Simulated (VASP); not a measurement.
Wanted: the native input for a VASP 6.6.1 run.

```
Task                   : relaxation of cell and atoms
Functional             : PBE
Potentials or basis    : VASP PAW PBE potentials, release 64 (Ga_d, Ru_pv, Pt)
Cutoff                 : 600 eV
k mesh                 : 4 × 4 × 4
Occupations            : gaussian, width 0.1 eV
Spin                   : no spin polarisation
Dipole correction      : no
Further INCAR settings : ALGO = Normal; EDIFF = 1e-06; IBRION = 2; EDIFFG = -0.04; NSW = 90; ISIF = 3
```

The structure of Ga4RuPt lies in POSCAR:

```
Ga4RuPt
1.0
    0.0000000000      3.6798533500      3.6798533500
    3.6798533500      0.0000000000      3.6798533500
    3.6798533500      3.6798533500      0.0000000000
Ga Ru Pt
4 1 1
Direct
    0.8769740200      0.3743419900      0.3743419900
    0.3743419900      0.3743419900      0.3743419900
    0.3743419900      0.8769740200      0.3743419900
    0.3743419900      0.3743419900      0.8769740200
    0.0000000000      0.0000000000      0.0000000000
    0.7500000000      0.7500000000      0.7500000000
```

The cell was generated, and may not be a known phase.

These files were run (other wordings do the same):

INCAR

```
PREC = Accurate
ENCUT = 600
EDIFF = 1E-6
ISMEAR = 0
SIGMA = 0.1
LREAL = F
LASPH = T
NELM = 60
ALGO = Normal
ISIF = 3
LWAVE = F
LCHARG = F
GGA = PE
IBRION = 2
NSW = 90
EDIFFG = -0.04
```

KPOINTS

```
regular mesh
0
Gamma
  4 4 4
```

Potentials or basis: VASP PAW PBE potentials, release 64 (Ga_d, Ru_pv, Pt).

Run with:

```sh
$ cat potpaw_PBE.64/Ga_d/POTCAR potpaw_PBE.64/Ru_pv/POTCAR potpaw_PBE.64/Pt/POTCAR > POTCAR
$ mpirun -np 1 vasp_std > vasp.out
```

It gave:

```json
{"Relaxed volume": "15.48 Å³/atom", "Relaxed cell": "a = 5.083 Å, b = 5.083 Å, c = 5.083 Å, α = 60.00°, β = 60.00°, γ = 60.00°", "Space group after relaxing (to 0.1 Å)": "F-43m (No. 216)", "Energy gained by relaxing": "25.8 meV/atom", "Ionic steps": "3", "Pressure after relaxing": "0.0 GPa", "Largest force after relaxing": "0.015 eV/Å", "Band gap on the k mesh": "zero (bands 38 and 39 overlap by 0.59 eV)"}
```

Caveat: the k points lie up to 0.38 Å⁻¹ apart in the final cell, too coarse for converged energies and pressures of a metal; spin-orbit coupling is left out, which moves the levels of the heavy elements.

It took 3.2 min on 1 thread of AMD EPYC 7R43 64-Core Processor (Zen 3) (shared host), peak memory 0.24 GiB.
